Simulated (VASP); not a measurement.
# C (I4_1/amd) in VASP: a series of runs, part 2 of 2

VASP 6.6.1.

### Step 3. Dielectric tensor, r2SCAN (epitaxial xy strain -3.0%)

File INCAR:

```
PREC = Accurate
ENCUT = 520
EDIFF = 1E-8
ISMEAR = 0
SIGMA = 0.01
LREAL = F
LASPH = T
NELM = 100
ALGO = Normal
ISIF = 2
LWAVE = F
LCHARG = F
METAGGA = R2SCAN
LMIXTAU = T
LCALCEPS = T
```

File KPOINTS:

```
regular mesh
0
Gamma
  10 10 10
```

File POSCAR:

```
C
1.0
    0.0000000000      1.7267204183      1.7920512418
    1.7267204183      0.0000000000      1.7920512418
    1.7267204183      1.7267204183      0.0000000000
C
2
Direct
    0.0000000000      0.0000000000      0.0000000000
    0.2500000000      0.2500000000      0.2500000000
```

Potentials or basis: VASP PAW PBE potentials, release 64 (C).

The run is started by

```bash
> cat potpaw_PBE.64/C/POTCAR > POTCAR
> mpirun -np 1 vasp_std > vasp.out
```

OUTCAR:

```text
PREC = Accurate
   ENCUT = 520
   EDIFF = 1E-8
   ISMEAR = 0
   LREAL = F
   LASPH = T
   NELM = 100
   ISIF = 2
   METAGGA = R2SCAN

 ion  position               nearest neighbor table
   1  0.000  0.000  0.000-   2 1.51   2 1.51   2 1.51   2 1.51
   2  0.250  0.250  0.250-   1 1.51   1 1.51   1 1.51   1 1.51

  LATTYP: Found a body centered tetragonal cell.
 ALAT       =     2.4419514340
 C/A-ratio  =     1.4677206245

  Lattice vectors:

 A1 = (  -1.7267204183,   0.0000000000,   1.7920512418)
 A2 = (   1.7267204183,   0.0000000000,   1.7920512418)
 A3 = (   0.0000000000,   1.7267204183,  -1.7920512418)

Analysis of symmetry for initial positions (statically):
=====================================================================
 Subroutine PRICEL returns:
 Original cell was already a primitive cell.

 Routine SETGRP: Setting up the symmetry group for a
 body centered tetragonal supercell.

 Subroutine GETGRP returns: Found 16 space group operations
 (whereof  8 operations were pure point group operations)
 out of a pool of 16 trial point group operations.

The static configuration has the point symmetry D_2d.
 The point group associated with its full space group is D_4h.

Analysis of symmetry for dynamics (positions and initial velocities):
=====================================================================
 Subroutine PRICEL returns:
 Original cell was already a primitive cell.

 Routine SETGRP: Setting up the symmetry group for a
 body centered tetragonal supercell.

 Subroutine GETGRP returns: Found 16 space group operations
 (whereof  8 operations were pure point group operations)
 out of a pool of 16 trial point group operations.
[... 416 lines left out ...]
  band No.  band energies     occupation
      1      -8.1558      2.00000
      2       1.3882      2.00000
      3       4.0676      2.00000
      4       4.9769      2.00000
      5   10000.0000      0.00000
      6   10000.0000      0.00000
      7   10000.0000      0.00000
      8   10000.0000      0.00000

 [... further k-points ...]

------------------------ aborting loop because EDIFF is reached ----------------------------------------

            Ionic dipole moment: p[ion]=(     3.45344     3.45344     3.58410 ) |e| Angst

 Total electronic dipole moment: p[elc]=(     0.00000     0.00000     0.00295 ) |e| Angst

 MACROSCOPIC STATIC DIELECTRIC TENSOR (including local field effects)
 ------------------------------------------------------
           5.584036     0.000000     0.000000
           0.000000     5.584036     0.000000
           0.000000     0.000000     5.992125
 ------------------------------------------------------

 PIEZOELECTRIC TENSOR (including local field effects) (e Angst)
          XX          YY          ZZ          XY          YZ          ZX
  --------------------------------------------------------------------------------
  x     0.00000     0.00000     0.00000    -0.00000     0.00000     0.00000
  y     0.00000     0.00000     0.00000     0.00000     0.00000     0.00000
  z     0.00000     0.00000     0.00000    -0.00000     0.00000     0.00000

 PIEZOELECTRIC TENSOR (including local field effects) (C/m^2)
          XX          YY          ZZ          XY          YZ          ZX
  --------------------------------------------------------------------------------
  x     0.00000     0.00000     0.00000    -0.00000     0.00000     0.00000
  y     0.00000     0.00000     0.00000     0.00000     0.00000     0.00000
  z     0.00000     0.00000     0.00000    -0.00000     0.00000     0.00000

 BORN EFFECTIVE CHARGES (including local field effects) (in |e|, cummulative output)
 ---------------------------------------------------------------------------------
 ion    1
    1     0.00000     0.00000     0.00000
    2     0.00000     0.00000     0.00000
    3     0.00000     0.00000     0.00000
 ion    2
    1    -0.00000     0.00000     0.00000
    2     0.00000    -0.00000     0.00000
    3     0.00000     0.00000    -0.00000

  FORCE on cell =-STRESS in cart. coord.  units (eV):
  Direction    XX          YY          ZZ          XY          YZ          ZX
  --------------------------------------------------------------------------------------
  -------------------------------------------------------------------------------------
  Total        2.7948951      2.7948951      0.0924338      0.0000000     -0.0000000      0.0000000
  in kB      419.0362836    419.0362836     13.8585180      0.0000000     -0.0000000      0.0000000
  external PRESSURE =     283.9770284 kB  Pullay stress =       0.0000000 kB

 VOLUME and BASIS-vectors are now :
 -----------------------------------------------------------------------------
  energy-cutoff  :      520.00
  volume of cell :       10.69
      direct lattice vectors                 reciprocal lattice vectors
     0.000000000  1.726720418  1.792051242    -0.289566275  0.289566275  0.279009879
     1.726720418  0.000000000  1.792051242     0.289566275 -0.289566275  0.279009879
     1.726720418  1.726720418  0.000000000     0.289566275  0.289566275 -0.279009879

 POSITION                                       TOTAL-FORCE (eV/Angst)
 -----------------------------------------------------------------------------------
      0.00000      0.00000      0.00000         0.000000      0.000000     -0.000000
      0.86336      0.86336      0.89603        -0.000000     -0.000000      0.000000
 -----------------------------------------------------------------------------------
    total drift:                                0.000000      0.000000      0.000000

  FREE ENERGIE OF THE ION-ELECTRON SYSTEM (eV)
  ---------------------------------------------------
  free  energy   TOTEN  =       -19.5701413586 eV

  energy  without entropy=      -19.5701413586  energy(sigma->0) =      -19.57014136
```

It took 13 min on 1 thread of Intel Xeon 6975P-C (Granite Rapids), shared host; peak memory 0.28 GiB.

What came out:

* Band gap on the k mesh: 3.98 eV (least direct gap 5.63 eV)
* Electronic dielectric tensor (diagonal): 5.58, 5.58, 5.99
* Born charges (mean of the diagonal): C +0.00 e

Levels at points of the mesh, in eV from the valence-band top:
```tsv
k point	band 1	band 2	band 3	band 4	band 5	band 6	band 7	band 8
(0.00, 0.00, 0.00)	-23.75	-0.64	0.00	0.00	5.63	5.63	6.14	15.04
(0.50, 0.00, 0.00)	-17.44	-14.95	-3.73	-2.97	8.32	9.10	10.18	17.08
(0.50, 0.50, 0.00)	-14.66	-14.66	-6.85	-6.85	5.56	5.56	18.47	18.47
(0.50, 0.00, 0.50)	-14.03	-14.03	-7.44	-7.44	4.61	4.61	18.61	18.61
```

Electronic dielectric tensor:
```
5.58 0.00 0.00
0.00 5.58 0.00
0.00 0.00 5.99
```

Born effective charge tensors (e):
atom 1, C
```
0.00 0.00 0.00
0.00 0.00 0.00
0.00 0.00 0.00
```
atom 2, C
```
0.00 0.00 0.00
0.00 0.00 0.00
0.00 0.00 0.00
```

Dipole moments of the cell (e·Å, modulo the quantum): ionic 3.453, 3.453, 3.584; electronic 0.000, 0.000, 0.003

Caveat: the cell differs from its parent crystal (epitaxial xy strain -3.0%); the PAW data sets were made with another functional, which shifts forces and pressure a little. A k mesh can miss the band edges.

### Step 4. Dielectric tensor, r2SCAN (epitaxial xy strain +4.0%)

File INCAR:

```
SYSTEM = C
ALGO = Normal ; EDIFF = 1E-8
ENCUT = 520 ; ISIF = 2
ISMEAR = 0 ; LASPH = .True.
LCALCEPS = .True. ; LCHARG = .False.
LMIXTAU = .True. ; LREAL = .False.
LWAVE = .False. ; METAGGA = R2SCAN
NELM = 60 ; PREC = Accurate
SIGMA = 0.01
```

File KPOINTS:

```
k-points
0
Gamma
  10 10 10
  0 0 0
```

File POSCAR:

```
C
1.0
    0.0000000000      1.8513291082      1.7651985347
    1.8513291082      0.0000000000      1.7651985347
    1.8513291082      1.8513291082      0.0000000000
C
2
Direct
    0.0000000000      0.0000000000      0.0000000000
    0.2500000000      0.2500000000      0.2500000000
```

Potentials or basis: VASP PAW PBE potentials, release 64 (C).

The run is started by

```bash
> cat potpaw_PBE.64/C/POTCAR > POTCAR
> mpirun -np 1 vasp_std > vasp.out
```

OUTCAR:

```text
SYSTEM = C
   EDIFF = 1E-8
   ENCUT = 520
   ISIF = 2
   ISMEAR = 0
   LASPH = .True.
   LREAL = .False.
   METAGGA = R2SCAN
   NELM = 60
   PREC = Accurate

 ion  position               nearest neighbor table
   1  0.000  0.000  0.000-   2 1.58   2 1.58   2 1.58   2 1.58
   2  0.250  0.250  0.250-   1 1.58   1 1.58   1 1.58   1 1.58

  LATTYP: Found a body centered tetragonal cell.
 ALAT       =     2.6181747332
 C/A-ratio  =     1.3484191962

  Lattice vectors:

[... 490 lines left out ...]
    3     0.00000     0.00000     0.00000
 ion    2
    1     0.00000     0.00000     0.00000
    2     0.00000     0.00000     0.00000
    3     0.00000     0.00000     0.00000

  FORCE on cell =-STRESS in cart. coord.  units (eV):
  Direction    XX          YY          ZZ          XY          YZ          ZX
  --------------------------------------------------------------------------------------
  -------------------------------------------------------------------------------------
  Total       -3.0626627     -3.0626627      0.0634298      0.0000000      0.0000000      0.0000000
  in kB     -405.5262201   -405.5262201      8.3987252      0.0000000      0.0000000      0.0000000
  external PRESSURE =    -267.5512384 kB  Pullay stress =       0.0000000 kB

 VOLUME and BASIS-vectors are now :
 -----------------------------------------------------------------------------
  energy-cutoff  :      520.00
  volume of cell :       12.10
      direct lattice vectors                 reciprocal lattice vectors
     0.000000000  1.851329108  1.765198535    -0.270076238  0.270076238  0.283254257
     1.851329108  0.000000000  1.765198535     0.270076238 -0.270076238  0.283254257
     1.851329108  1.851329108  0.000000000     0.270076238  0.270076238 -0.283254257

 POSITION                                       TOTAL-FORCE (eV/Angst)
 -----------------------------------------------------------------------------------
      0.00000      0.00000      0.00000         0.000000      0.000000      0.000000
      0.92566      0.92566      0.88260        -0.000000     -0.000000     -0.000000
 -----------------------------------------------------------------------------------
    total drift:                                0.000000      0.000000      0.000000

  FREE ENERGIE OF THE ION-ELECTRON SYSTEM (eV)
  ---------------------------------------------------
  free  energy   TOTEN  =       -19.5384626534 eV

  energy  without entropy=      -19.5384626534  energy(sigma->0) =      -19.53846265
```

stdout:

```text
POSCAR found type information on POSCAR C
 POSCAR found :  1 types and       2 ions
 scaLAPACK will be used
 -----------------------------------------------------------------------------
|                                                                             |
[... 109 lines left out ...]
 p_tot=(  0.370E+01  0.370E+01  0.353E+01 )
dp_tot=(  0.251E-06  0.218E-06  0.307E-02 )  diag[e(oo)]=(    ---      ---    5.58795 )
 p_tot=(  0.370E+01  0.370E+01  0.353E+01 )
dp_tot=(  0.256E-06  0.222E-06  0.307E-02 )  diag[e(oo)]=(    ---      ---    5.59390 )
 final diagonalization full
 p_tot=(  0.370E+01  0.370E+01  0.353E+01 )
dp_tot=(  0.260E-06  0.226E-06  0.307E-02 )  diag[e(oo)]=(    ---      ---    5.59373 )
```

It took 15 min on 1 thread of Intel Xeon 6975P-C (Granite Rapids), shared host; peak memory 0.3 GiB.

Results:

```yaml
Band_gap_on_the_k_mesh: 3.01 eV (least direct gap 4.81 eV)
Electronic_dielectric_tensor_diagonal: 6.13, 6.13, 5.59
Born_charges_mean_of_the_diagonal: C +0.00 e
```

Electronic dielectric tensor:
```
6.13 0.00 0.00
0.00 6.13 0.00
0.00 0.00 5.59
```

Born effective charge tensors (e):
atom 1, C
```
0.00 0.00 0.00
0.00 0.00 0.00
0.00 0.00 0.00
```
atom 2, C
```
0.00 0.00 0.00
0.00 0.00 0.00
0.00 0.00 0.00
```

Dipole moments of the cell (e·Å, modulo the quantum): ionic 3.703, 3.703, 3.530; electronic 0.000, 0.000, 0.003

Caveat: the cell differs from its parent crystal (epitaxial xy strain +4.0%); the PAW data sets were made with another functional, which shifts forces and pressure a little. A k mesh can miss the band edges.

### Step 5. Overview

```tsv
cell	gap on the mesh (eV)
a = 2.479, b = 2.479, c = 2.417 Å, angles 60.8, 60.8, 58.3°, 2 atoms	3.83
a = 2.489, b = 2.489, c = 2.442 Å, angles 60.6, 60.6, 58.8°, 2 atoms	3.98
a = 2.558, b = 2.558, c = 2.618 Å, angles 59.2, 59.2, 61.6°, 2 atoms	3.01
```

Alike in all rows: task dielectric tensor; level r2SCAN; potentials or basis VASP PAW PBE potentials, release 64 (C); no spin polarisation; k mesh 10 × 10 × 10; cutoff (eV) 520; smearing gaussian 0.01 eV.

Caveats: the PAW data sets were made with another functional, which shifts forces and pressure a little.

Total energies depend on the potentials used, so only differences within one code and one set of settings carry meaning.
